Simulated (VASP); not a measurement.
Wanted: the native input for a VASP 6.6.1 run.

* Task: single point
* Functional: PBE
* Potentials or basis: VASP PAW PBE potentials, release 64 (V_sv, Mo_sv, S)
* Cutoff: 520 eV
* k mesh: 3 × 3 × 4
* Occupations: gaussian, width 0.1 eV
* Spin: collinear spin, ferrimagnetic start
* Starting moments: [-2.0, -2.0, 1.0, 0.0, 0.0, 0.0, 0.0, 0.0, 0.0] μB
* Dipole correction: no
* Further INCAR settings: ALGO = Normal; EDIFF = 1e-07; NBANDS = 52

The structure of V2MoS6 lies in POSCAR:

```
V2MoS6
1.0
    5.9109155700      0.0000000000      0.0000000000
   -2.9554577900      5.1190030400      0.0000000000
    0.0000000000      0.0000000000      6.1925630100
V Mo S
2 1 6
Direct
    0.3333333300      0.6666666700      0.0000000000
    0.6666666700      0.3333333300      0.0000000000
    0.0000000000      0.0000000000      0.0000000000
    0.6666666700      0.0000000000      0.7606233400
    0.3333333300      0.3333333300      0.7606233400
    0.0000000000      0.6666666700      0.7606233400
    0.3333333300      0.0000000000      0.2393766600
    0.0000000000      0.3333333300      0.2393766600
    0.6666666700      0.6666666700      0.2393766600
```

The input as run:

INCAR

```
PREC = Accurate
ENCUT = 520
EDIFF = 1E-7
ISMEAR = 0
SIGMA = 0.1
LREAL = False
LASPH = True
NELM = 150
ALGO = Normal
ISIF = 2
LWAVE = False
LCHARG = False
ISPIN = 2
MAGMOM = -2 -2 1 0 0 0 0 0 0
LORBIT = 11
LMAXMIX = 4
GGA = PE
NBANDS = 52
```

KPOINTS

```
Automatic mesh
0
Gamma
  3 3 4
```

Potentials or basis: VASP PAW PBE potentials, release 64 (V_sv, Mo_sv, S).

Command:

```bash
$ cat potpaw_PBE.64/V_sv/POTCAR potpaw_PBE.64/Mo_sv/POTCAR potpaw_PBE.64/S/POTCAR > POTCAR
$ mpirun -np 1 vasp_std > vasp.out
```

It gave:

* Pressure: -9.6 GPa
* Largest force: 0.930 eV/Å
* Net moment: 0.46 μB per cell
* Site moments: V +0.10; Mo +0.26; S -0.01 μB
* Valence electrons inside the program's atomic spheres: V 11.29; Mo 12.17; S 3.66

Caveat: the k points lie up to 0.41 Å⁻¹ apart; this functional lacks dispersion, which binds the layers, so the pressure and a relaxed spacing across them are unreliable.

Wall time 7.1 min on 1 thread of AMD EPYC 7R13 Processor (Zen 3), on a shared host, peak memory 0.46 GiB.
